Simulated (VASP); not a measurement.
# P (Cmce) in VASP: further runs

The runs below take P through single point, with PBE+D3(BJ).

Everything below comes from runs of VASP 6.6.1. Logs are shortened: lines on timing, memory, paths and dates and some standing lists are left out, and cuts for length are marked.

**1. The cell of the first run**

The structure is orthorhombic, space group Cmce (No. 64). Conventional cell: a = 3.356 Å, b = 10.293 Å, c = 4.167 Å, α = 90.00°, β = 90.00°, γ = 90.00°. Within 3.0 Å of P (site symmetry m) lie 3 P at 2.24 to 2.27 Å.

**2. Single point, PBE+D3(BJ) (strain +0.0100 x Voigt [1, 1, 0, 0, 0, 0])**

INCAR

```
SYSTEM = P
ALGO     = Normal         ! electronic algorithm
EDIFF    = 1E-6           ! SCF threshold, eV
ENCUT    = 520            ! plane-wave cutoff, eV
GGA      = PE             ! functional
ISIF     = 2              ! what is computed and relaxed
ISMEAR   = 0              ! smearing method
IVDW     = 12             ! dispersion correction
LASPH    = .True.         ! aspherical terms in the spheres
LCHARG   = .False.        ! write CHGCAR
LREAL    = .False.        ! projectors in reciprocal space
LWAVE    = .False.        ! write WAVECAR
NBANDS   = 18             ! bands
NELM     = 60             ! most SCF steps
PREC     = Accurate       ! precision mode
SIGMA    = 0.15           ! smearing width, eV
```

KPOINTS

```
k-points
0
Gamma
  16 16 12
  0 0 0
```

POSCAR

```
P
1.0
    1.6778747652     -5.1467180210      0.0000000000
    1.6778747652      5.1467180210      0.0000000000
    0.0000000000      0.0000000000      4.1668618235
P
4
Direct
    0.1063803446      0.8936196554      0.9280972034
    0.6063803446      0.3936196554      0.5719027966
    0.8936196554      0.1063803446      0.0719027966
    0.3936196554      0.6063803446      0.4280972034
```

Potentials or basis: VASP PAW PBE potentials, release 64 (P).

Started as:

```
> cat potpaw_PBE.64/P/POTCAR > POTCAR
> mpirun -np 1 vasp_std > vasp.out
```

OUTCAR:

```text
SYSTEM = P
   EDIFF = 1E-6
   ENCUT = 520
   GGA = PE
   ISIF = 2
   ISMEAR = 0
   IVDW = 12
   LASPH = .True.
   LREAL = .False.
   NELM = 60
   PREC = Accurate
 IVDW          = 12

 ion  position               nearest neighbor table
   1  0.106  0.894  0.928-   2 2.24   2 2.24   3 2.27
   2  0.606  0.394  0.572-   1 2.24   1 2.24   4 2.27
   3  0.894  0.106  0.072-   4 2.24   4 2.24   1 2.27
   4  0.394  0.606  0.428-   3 2.24   3 2.24   2 2.27

  LATTYP: Found a base centered orthorhombic cell.
 ALAT       =     3.3557495304
 B/A-ratio  =     3.0674029598
 C/A-ratio  =     1.2417082341

  Lattice vectors:

 A1 = (   1.6778747652,  -5.1467180210,   0.0000000000)
 A2 = (   1.6778747652,   5.1467180210,   0.0000000000)
 A3 = (   0.0000000000,   0.0000000000,   4.1668618235)

Analysis of symmetry for initial positions (statically):
=====================================================================
 Subroutine PRICEL returns:
 Original cell was already a primitive cell.

 Routine SETGRP: Setting up the symmetry group for a
 base centered orthorhombic supercell.

 Subroutine GETGRP returns: Found  8 space group operations
 (whereof  4 operations were pure point group operations)
 out of a pool of  8 trial point group operations.

The static configuration has the point symmetry C_2h.
 The point group associated with its full space group is D_2h.

Analysis of symmetry for dynamics (positions and initial velocities):
=====================================================================
 Subroutine PRICEL returns:
 Original cell was already a primitive cell.

 Routine SETGRP: Setting up the symmetry group for a
 base centered orthorhombic supercell.

 Subroutine GETGRP returns: Found  8 space group operations
 (whereof  4 operations were pure point group operations)
 out of a pool of  8 trial point group operations.

The dynamic configuration has the point symmetry C_2h.
 The point group associated with its full space group is D_2h.

 Subroutine INISYM returns: Found  8 space group operations
 (whereof  4 operations are pure point group operations),
 and found     1 'primitive' translations

----------------------------------------------------------------------------------------

                                     Primitive cell

  volume of cell :      71.9663

  direct lattice vectors                    reciprocal lattice vectors
     1.677874765 -5.146718021  0.000000000     0.297996019 -0.097149290  0.000000000
     1.677874765  5.146718021  0.000000000     0.297996019  0.097149290  0.000000000
     0.000000000  0.000000000  4.166861823     0.000000000  0.000000000  0.239988759

  length of vectors
     5.413314153  5.413314153  4.166861823     0.313431989  0.313431989  0.239988759

  position of ions in fractional coordinates (direct lattice)
     0.106380345  0.893619655  0.928097203
     0.606380345  0.393619655  0.571902797
     0.893619655  0.106380345  0.071902797
     0.393619655  0.606380345  0.428097203

  ion indices of the primitive-cell ions
   primitive index   ion index
                 1           1
                 2           2
                 3           3
                 4           4

----------------------------------------------------------------------------------------

 KPOINTS: k-points

Automatic generation of k-mesh.
 Grid dimensions read from file:
 generate k-points for:   16   16   12

 Generating k-lattice:

  Cartesian coordinates                     Fractional coordinates (reciprocal lattice)
     0.018624751 -0.006071831  0.000000000     0.062500000  0.000000000  0.000000000
     0.018624751  0.006071831  0.000000000     0.000000000  0.062500000  0.000000000
     0.000000000  0.000000000  0.019999063     0.000000000  0.000000000  0.083333333

  Length of vectors
     0.019589499  0.019589499  0.019999063

  Shift w.r.t. Gamma in fractional coordinates (k-lattice)
     0.000000000  0.000000000  0.000000000

 Subroutine IBZKPT returns following result:
 ===========================================

 Found    511 irreducible k-points:

 Following reciprocal coordinates:
            Coordinates               Weight
  0.000000  0.000000  0.000000      1.000000
  0.062500  0.000000  0.000000      4.000000
  0.125000  0.000000  0.000000      4.000000
  0.187500 -0.000000  0.000000      4.000000
  0.250000  0.000000  0.000000      4.000000
  0.312500  0.000000  0.000000      4.000000
[... 16 lines left out ...]
 -0.125000  0.062500  0.000000      4.000000
 -0.062500  0.062500  0.000000      2.000000
 [... further k-points ...]
   k-points           NKPTS =    511   k-points in BZ     NKDIM =    511   number of bands    NBANDS=     18
   number of dos      NEDOS =    301   number of ions     NIONS =      4
   total plane-waves  NPLWV =  51200
   dimension x,y,z NGX =    40 NGY =   40 NGZ =   32
   dimension x,y,z NGXF=    80 NGYF=   80 NGZF=   64
   ions per type =               4
   NGX,Y,Z   is equivalent  to a cutoff of  12.28, 12.28, 12.77 a.u.
   NGXF,Y,Z  is equivalent  to a cutoff of  24.57, 24.57, 25.53 a.u.
 SYSTEM =  P
   PREC   = accura    normal or accurate (medium, high low for compatibility)
   ISTART =      0    job   : 0-new  1-cont  2-samecut
   ICHARG =      2    charge: 1-file 2-atom 10-const
   ISPIN  =      1    spin polarized calculation?
   LNONCOLLINEAR =      F non collinear calculations
   LSORBIT =      F    spin-orbit coupling
   LASPH  =      T    aspherical Exc in radial PAW
   ENCUT  =  520.0 eV  38.22 Ry    6.18 a.u.  10.07 10.07  7.75*2*pi/ulx,y,z
   NELM   =     60;   NELMIN=  2; NELMDL= -5     # of ELM steps
   EDIFF  = 0.1E-05   stopping-criterion for ELM
   LREAL  =      F    real-space projection
   EDIFFG = 0.1E-04   stopping-criterion for IOM
   NSW    =      0    number of steps for IOM
   IBRION =     -1    ionic relax: 0-MD 1-quasi-New 2-CG
   NFREE  =      0    steps in history (QN), initial steepest desc. (CG)
   ISIF   =      2    stress and relaxation
   ISYM   =      2    0-nonsym 1-usesym 2-fastsym
   POTIM  = 0.5000    time-step for ionic-motion
   TEBEG  =    0.0;   TEEND  =   0.0 temperature during run
   PSTRESS=    0.0 pullay stress
   NELECT =      20.0000    total number of electrons
   NUPDOWN=      -1.0000    fix difference up-down
   EMIN   =  10.00;   EMAX   =-10.00  energy-range for DOS
   EFERMI =   0.00;   METHOD = LEGACY
   ISMEAR =     0;   SIGMA  =   0.15  broadening in eV -4-tet -1-fermi 0-gaus
   EFERMI_NEDOS =   21; number of points for ismear=-14 and -15
   IALGO  =     38    algorithm
   IMIX   =      4    mixing-type and parameters
     AMIX     =   0.40;   BMIX     =  1.00
     AMIX_MAG =   1.60;   BMIX_MAG =  1.00
  volume/ion in A,a.u.               =      17.99       121.41
  Fermi-wavevector in a.u.,A,eV,Ry     =   1.068338  2.018865 15.528943  1.141345
  Thomas-Fermi vector in A             =   2.203982
   LORBIT       =      0    0 simple, 1 ext, 2 COOP (PROOUT), +10 PAW based schemes
   GGA     = PE    functional components
   LHFCALC =     F    Hartree Fock is set to
   AEXX    =    0.0000 exact exchange contribution
   IVDW    =    12    specifies the selected vdW correction
   LEPSILON=     F    determine dielectric tensor
   LRPA    =     F    only Hartree local field effects (RPA)
 non-spin polarized calculation
 Gauss-broadening in eV      SIGMA  =   0.15
  energy-cutoff  :      520.00
  volume of cell :       71.97
 maximum number of plane-waves:      1959
   NGX = 21   NGY = 21   NGZ = 15

 number of electron      19.9999999 magnetization

 Free energy of the ion-electron system (eV)
  ---------------------------------------------------
  ext. energy  EPLUGINS =         0.00000000
  ---------------------------------------------------
  free energy    TOTEN  =       -21.39573241 eV

  energy without entropy =      -21.39425290  energy(sigma->0) =      -21.39499265

 E-fermi :   7.1841     XC(G=0): -10.1767

 val. band max:        7.1622858895   @ k =   0.5000   0.3750   0.0000
 cond. band min:       7.1851571782   @ k =  -0.3750   0.3125   0.0000
 fundamental gap:      0.0228712887
 Fermi energy:         7.1841114466

 k-point     1 :       0.0000    0.0000    0.0000
  band No.  band energies     occupation
      1      -8.6548      2.00000
      2      -5.4052      2.00000
      3      -1.8600      2.00000
      4       0.0062      2.00000
      5       2.1971      2.00000
      6       2.8321      2.00000
[... 10 lines left out ...]
     17      14.3129      0.00000
     18      14.5615      0.00000

 k-point     2 :       0.0625    0.0000    0.0000
  band No.  band energies     occupation
      1      -8.6064      2.00000
      2      -5.3671      2.00000
      3      -1.9061      2.00000
      4       0.0576      2.00000
      5       2.2418      2.00000
      6       2.5922      2.00000
[... 10 lines left out ...]
     17      13.8981      0.00000
     18      14.2211      0.00000

 k-point     3 :       0.1250    0.0000    0.0000
  band No.  band energies     occupation
      1      -8.4615      2.00000
      2      -5.2522      2.00000
      3      -2.0649      2.00000
      4       0.2102      2.00000
      5       1.9475      2.00000
      6       2.3737      2.00000
[... 10 lines left out ...]
     17      12.8283      0.00000
     18      14.1366      0.00000

 k-point     4 :       0.1875   -0.0000    0.0000
  band No.  band energies     occupation
      1      -8.2212      2.00000
      2      -5.0600      2.00000
      3      -2.3831      2.00000
      4       0.4597      2.00000
      5       1.1090      2.00000
      6       2.0162      2.00000
[... 10 lines left out ...]
     17      11.9734      0.00000
     18      14.0473      0.00000

 k-point     5 :       0.2500    0.0000    0.0000
  band No.  band energies     occupation
      1      -7.8874      2.00000
      2      -4.7892      2.00000
      3      -2.8846      2.00000
      4       0.2193      2.00000
      5       0.7977      2.00000
      6       1.8133      2.00000
[... 10 lines left out ...]
     17      12.5234      0.00000
     18      13.9856      0.00000

 k-point     6 :       0.3125    0.0000    0.0000
  band No.  band energies     occupation
      1      -7.4632      2.00000
      2      -4.4386      2.00000
      3      -3.5327      2.00000
      4      -0.6523      2.00000
      5       1.2082      2.00000
      6       1.8271      2.00000
[... 307 lines left out ...]
 k-point    21 :      -0.2500    0.0625    0.0000
  band No.  band energies     occupation
      1      -8.1817      2.00000
      2      -5.1780      2.00000
      3      -2.3836      2.00000
      4       0.6089      2.00000
      5       1.1192      2.00000
      6       2.0419      2.00000
[... 10 lines left out ...]
     17      12.0397      0.00000
     18      13.4412      0.00000

 k-point    22 :      -0.1875    0.0625    0.0000
  band No.  band energies     occupation
      1      -8.4310      2.00000
      2      -5.3459      2.00000
      3      -2.0558      2.00000
      4       0.3277      2.00000
      5       1.8913      2.00000
      6       2.4206      2.00000
[... 10 lines left out ...]
     17      12.8938      0.00000
     18      13.4716      0.00000

 k-point    23 :      -0.1250    0.0625    0.0000
  band No.  band energies     occupation
      1      -8.5856      2.00000
      2      -5.4321      2.00000
      3      -1.8959      2.00000
      4       0.1388      2.00000
      5       2.2778      2.00000
      6       2.5107      2.00000
[... 10 lines left out ...]
     17      13.5522      0.00000
     18      13.9222      0.00000

 k-point    24 :      -0.0625    0.0625    0.0000
  band No.  band energies     occupation
      1      -8.6443      2.00000
      2      -5.4386      2.00000
      3      -1.8542      2.00000
      4       0.0477      2.00000
      5       2.2164      2.00000
      6       2.7868      2.00000
[... 10 lines left out ...]
     17      13.7578      0.00000
     18      14.5672      0.00000

 [... further k-points ...]

------------------------ aborting loop because EDIFF is reached ----------------------------------------

 Edisp (eV)   -1.56036

 E8    (eV) :    -0.5912

  FORCE on cell =-STRESS in cart. coord.  units (eV):
  Direction    XX          YY          ZZ          XY          YZ          ZX
  --------------------------------------------------------------------------------------
  -------------------------------------------------------------------------------------
  Total      -1.14390    -1.11369    -0.58410     0.00000    -0.00000     0.00000
  in kB     -25.46650   -24.79405   -13.00383     0.00000    -0.00000     0.00000
  external pressure =      -21.09 kB  Pullay stress =        0.00 kB

 VOLUME and BASIS-vectors are now :
 -----------------------------------------------------------------------------
  energy-cutoff  :      520.00
  volume of cell :       71.97
      direct lattice vectors                 reciprocal lattice vectors
     1.677874765 -5.146718021  0.000000000     0.297996019 -0.097149290  0.000000000
     1.677874765  5.146718021  0.000000000     0.297996019  0.097149290  0.000000000
     0.000000000  0.000000000  4.166861823     0.000000000  0.000000000  0.239988759

 POSITION                                       TOTAL-FORCE (eV/Angst)
 -----------------------------------------------------------------------------------
      1.67787      4.05170      3.86725         0.000000      0.201119     -0.069415
      1.67787     -1.09502      2.38304         0.000000      0.201119      0.069415
      1.67787     -4.05170      0.29961         0.000000     -0.201119      0.069415
      1.67787      1.09502      1.78382         0.000000     -0.201119     -0.069415
 -----------------------------------------------------------------------------------
    total drift:                               -0.000000     -0.000000      0.000000

  FREE ENERGIE OF THE ION-ELECTRON SYSTEM (eV)
  ---------------------------------------------------
  free  energy   TOTEN  =       -22.9560931289 eV

  energy  without entropy=      -22.9546136201  energy(sigma->0) =      -22.95535337
```

It took 3.3 min on 1 thread of Intel Xeon 6975P-C (Granite Rapids), shared host; peak memory 0.56 GiB.

Results:

```
Free energy                : -22.9561 eV
Pressure                   : -2.1 GPa
Largest force              : 0.213 eV/Å
Band gap on the k mesh     : zero (bands 10 and 11 overlap by 0.19 eV)
Dispersion energy per atom : -0.390 eV
```

Forces in eV/Å, atoms in the order of the input:
```
P    0.000  0.201 -0.069
P    0.000  0.201  0.069
P    0.000 -0.201  0.069
P    0.000 -0.201 -0.069
```

Stress tensor (GPa, compression positive):
```
-2.55  0.00  0.00
 0.00 -2.48  0.00
 0.00  0.00 -1.30
```

Levels at points of the mesh, in eV from the Fermi level:
```
           k point  band 6  band 7  band 8  band 9  band 10  band 11  band 12  band 13  band 14  band 15
(0.00, 0.00, 0.00)   -4.35   -4.11   -2.81   -2.73    -1.30     1.05     1.18     1.82     3.40     5.34
(0.50, 0.00, 0.00)   -4.91   -3.15   -3.15   -2.64    -2.64     0.83     0.83     1.11     1.11     3.27
(0.50, 0.50, 0.00)   -5.26   -4.39   -2.25   -1.83    -0.41     0.37     0.66     2.33     3.12     5.62
(0.00, 0.00, 0.50)   -5.06   -3.12   -3.12   -0.86    -0.86     1.34     1.34     2.14     2.14     5.20
(0.50, 0.00, 0.50)   -5.86   -5.67   -5.67   -2.12    -2.12     1.58     1.58     4.79     4.79     6.32
(0.50, 0.50, 0.50)   -3.20   -2.42   -2.42   -1.27    -1.27     1.26     1.26     2.61     2.61     2.68
```

Caveat: the cell differs from its parent crystal (strain +0.0100 x Voigt [1, 1, 0, 0, 0, 0]).

**3. Single point, PBE+D3(BJ) (strain +0.0150 x Voigt [1, 1, 0, 0, 0, 0])**

INCAR

```
PREC     = Accurate       # precision mode
ENCUT    = 520            # plane-wave cutoff, eV
EDIFF    = 1E-6           # SCF threshold, eV
ISMEAR   = 0              # smearing method
SIGMA    = 0.15           # smearing width, eV
LREAL    = F              # projectors in reciprocal space
LASPH    = T              # aspherical terms in the spheres
NELM     = 60             # most SCF steps
ALGO     = Normal         # electronic algorithm
ISIF     = 2              # what is computed and relaxed
LWAVE    = F              # write WAVECAR
LCHARG   = F              # write CHGCAR
GGA      = PE             # functional
IVDW     = 12             # dispersion correction
NBANDS   = 18             # bands
```

KPOINTS

```
regular mesh
0
Gamma
  16 16 12
```

POSCAR, as its differences from that of step 2:

```diff
@@ -2,4 +2,4 @@
 1.0
-    1.6778747652     -5.1467180210      0.0000000000
-    1.6778747652      5.1467180210      0.0000000000
+    1.6861810760     -5.1721968231      0.0000000000
+    1.6861810760      5.1721968231      0.0000000000
     0.0000000000      0.0000000000      4.1668618235
```

Potentials or basis: VASP PAW PBE potentials, release 64 (P).

Started as:

```
> cat potpaw_PBE.64/P/POTCAR > POTCAR
> mpirun -np 1 vasp_std > vasp.out
```

Wall time 3.4 min (1 thread of Intel Xeon 6975P-C (Granite Rapids), shared host); peak memory 0.56 GiB.

It converged, with:

| Property | Result |
| --- | --- |
| Free energy | -22.9427 eV |
| Pressure | -2.9 GPa |
| Largest force | 0.289 eV/Å |
| Band gap on the k mesh | zero (bands 10 and 11 overlap by 0.19 eV) |
| Dispersion energy per atom | -0.386 eV |

Forces in eV/Å, atoms in the order of the input:
```
P    0.000  0.278 -0.079
P    0.000  0.278  0.079
P    0.000 -0.278  0.079
P    0.000 -0.278 -0.079
```

Stress tensor (GPa, compression positive):
```
-3.55  0.00  0.00
 0.00 -3.48  0.00
 0.00  0.00 -1.73
```

Levels at points of the mesh, in eV from the Fermi level:
```
           k point  band 7  band 8  band 9  band 10  band 11  band 12  band 13  band 14
(0.00, 0.00, 0.00)   -4.11   -2.77   -2.75    -1.25     1.07     1.17     1.80     3.40
(0.50, 0.00, 0.00)   -3.10   -3.10   -2.62    -2.62     0.86     0.86     1.14     1.14
(0.50, 0.50, 0.00)   -4.38   -2.28   -1.82    -0.42     0.34     0.68     2.27     3.12
(0.00, 0.00, 0.50)   -3.13   -3.13   -0.85    -0.85     1.29     1.29     2.12     2.12
(0.50, 0.00, 0.50)   -5.62   -5.62   -2.11    -2.11     1.58     1.58     4.82     4.82
(0.50, 0.50, 0.50)   -2.40   -2.40   -1.27    -1.27     1.24     1.24     2.56     2.56
```

Caveat: the cell differs from its parent crystal (strain +0.0150 x Voigt [1, 1, 0, 0, 0, 0]).
